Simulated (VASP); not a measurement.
A run of VASP 6.6.1 is set up as follows.

The input INCAR:

```
ALGO = Normal
EDIFF = 1E-6
ENCUT = 1340
GGA = PE
GGA_COMPAT = False
ISIF = 2
ISMEAR = -1
IVDW = 12
LASPH = True
LCHARG = False
LREAL = False
LWAVE = False
NBANDS = 57
NELM = 120
PREC = Accurate
SIGMA = 0.1
```

Contents of KPOINTS:

```
k-points
0
Gamma
  5 5 2
```

Contents of POSCAR:

```
FeCuSO
1.0
    3.7863880000      0.0000000000      0.0000000000
    0.0000000000      3.7863880000      0.0000000000
    0.0000000000      0.0000000000      8.5646720000
Cu S Fe O
2 2 2 2
Direct
    0.7500000000      0.2500000000      0.5000000000
    0.2500000000      0.7500000000      0.5000000000
    0.2500000000      0.2500000000      0.3442000000
    0.7500000000      0.7500000000      0.6558000000
    0.2500000000      0.7500000000      0.0000000000
    0.7500000000      0.2500000000      0.0000000000
    0.2500000000      0.2500000000      0.9256000000
    0.7500000000      0.7500000000      0.0744000000
```

Potentials or basis: VASP PAW PBE potentials, release 64 (Cu_sv_GW, S, Fe_sv, O_h).

Run with:

```console
$ cat potpaw_PBE.64/Cu_sv_GW/POTCAR potpaw_PBE.64/S/POTCAR potpaw_PBE.64/Fe_sv/POTCAR potpaw_PBE.64/O_h/POTCAR > POTCAR
$ mpirun -np 1 vasp_std > vasp.out
```

**Question.** Estimate the dispersion energy per atom.

**Answer.** -0.249 eV.

**Question.** What does it give for the pressure?

**Answer.** -11.0 GPa.

**Question.** Predict the band gap on the k mesh.

**Answer.** Zero (bands 47 and 48 overlap by 0.68 eV).

**Question.** Estimate the largest force.

**Answer.** 0.820 eV/Å.

Stress tensor (GPa, compression positive):
```
-13.65   0.00   0.00
  0.00 -13.65   0.00
  0.00   0.00  -5.84
```

Caveat: the k points lie up to 0.37 Å⁻¹ apart, too coarse for converged energies and pressures of a metal; the run has no spin polarisation, though such a crystal can be magnetic; semilocal functionals often make such compounds metallic where correlation or magnetic order opens a gap, which also shifts bond lengths. With open d or f shells a metallic result of PBE can be an artefact of self-interaction; +U or a hybrid may open a gap.
